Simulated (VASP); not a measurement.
AlSi4NO8: single point with PBE

The system is AlSi4NO8.

```
Si O Al N
1.0
     5.75721   -0.10848    0.03555
    -0.10848    5.90471   -0.07680
     0.03555   -0.07680    5.97479
Si O Al N
4 8 1 1
Direct
  0.23704 0.51079 0.39076
  0.63903 0.42980 0.03949
  0.14690 0.17342 0.04664
  0.41465 0.79839 0.77385
  0.21625 0.91895 0.94663
  0.62322 0.65839 0.89320
  0.00314 0.65223 0.32251
  0.40258 0.27319 0.94432
  0.15238 0.23738 0.32038
  0.88019 0.27654 0.97187
  0.57696 0.91625 0.57714
  0.25814 0.58754 0.65223
  0.73115 0.71322 0.42457
  0.52731 0.51007 0.29588
```

```yaml
Program: VASP 6.6.1
Task: single point
Functional: PBE
Potentials_or_basis: VASP PAW PBE potentials, release 64 (Si, O, Al, N)
Cutoff: 520 eV
k_mesh: 1 × 1 × 1, shifted
Occupations: fermi-dirac, width 0.05 eV
Spin: no spin polarisation
Dipole_correction: no
Mended: yes
Further_INCAR_settings: ALGO = Normal; EDIFF = 1e-06; NBANDS = 49; ISYM = -1
```

* Pressure: -5.4 GPa
* Largest force: 2.836 eV/Å

Forces on the atoms (eV/Å):
```
Si   0.017 -1.285 -0.376
Si  -1.669 -2.054 -1.019
Si   0.812  1.029 -0.386
Si  -0.640 -0.493  0.205
O   -0.389 -1.100 -0.543
O    0.893  0.576 -0.106
O    0.362  0.312 -0.146
O    0.592  1.041  0.288
O   -0.067  0.145 -0.239
O    0.248  0.074  0.749
O   -0.129  0.296  0.064
O   -0.207  0.495  0.566
Al  -0.135  0.130  0.343
N    0.312  0.835  0.601
```

Stress tensor (GPa, compression positive):
```
-16.35   8.75   4.66
  8.75  -1.67  -4.50
  4.66  -4.50   1.89
```

Levels at points of the mesh, in eV from the Fermi level:
| k point | band 34 | band 35 | band 36 | band 37 | band 38 | band 39 |
| --- | --- | --- | --- | --- | --- | --- |
| (0.25, 0.25, 0.25) | -1.89 | -1.58 | -1.28 | 3.06 | 4.49 | 4.82 |

Run time: 12 s on 1 thread of Intel(R) Xeon(R) 6975P-C (Granite Rapids), on a shared host, peak memory 0.32 GiB.

Caveat: the atoms stand as in a frame of molecular dynamics.
